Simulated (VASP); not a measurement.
Crystal: ZnO.

```
CELL_PARAMETERS angstrom
3.24940 0.00000 0.00000
-1.62470 2.81406 0.00000
0.00000 0.00000 5.20380
ATOMIC_POSITIONS crystal
Zn 0.33333 0.66667 0.00000
Zn 0.66667 0.33333 0.50000
O 0.33333 0.66667 0.38300
O 0.66667 0.33333 0.88300
```

| Item | Value |
| --- | --- |
| Program | VASP 6.6.1 |
| Task | relaxation of cell and atoms |
| Functional | PBE |
| Potentials or basis | VASP PAW PBE potentials, release 64 (Zn, O) |
| Cutoff | 600 eV |
| k mesh | 9 × 9 × 6 |
| Occupations | gaussian, width 0.02 eV |
| Spin | no spin polarisation |

At the start: pressure 5.9 GPa; volume 11.90 Å³/atom.

Q: Where does the relaxation end?

A: Over 14 steps the energy falls by 9.1 meV/atom and the volume is 12.40 Å³/atom (+4.2 %); space group P6_3mc (No. 186, to 0.1 Å) before and after.

Step by step:
```tsv
step	energy change (eV)	largest force (eV/Å)	pressure (GPa)	volume (Å³)
1	0.0000	0.0624	5.86	47.58
2	-0.0266	0.0210	-2.63	50.65
3	-0.0353	0.0327	-0.02	49.58
4	-0.0353	0.0332	0.07	49.54
5	-0.0356	0.0287	0.15	49.55
6	-0.0361	0.0130	0.15	49.55
7	-0.0356	0.0179	0.03	49.55
8	-0.0362	0.0049	0.10	49.55
9	-0.0362	0.0046	-0.14	49.65
10	-0.0362	0.0007	-0.05	49.59
11	-0.0362	0.0019	0.03	49.58
12	-0.0362	0.0006	-0.04	49.59
13	-0.0362	0.0022	0.03	49.58
14	-0.0362	0.0008	0.02	49.59
```

Final structure:
```
Zn O
1.0
     3.28563    0.00000    0.00000
    -1.64281    2.84544    0.00000
     0.00000    0.00000    5.30379
Zn O
2 2
Direct
  0.33333 0.66667 0.00196
  0.66667 0.33333 0.50196
  0.33333 0.66667 0.38104
  0.66667 0.33333 0.88104
```
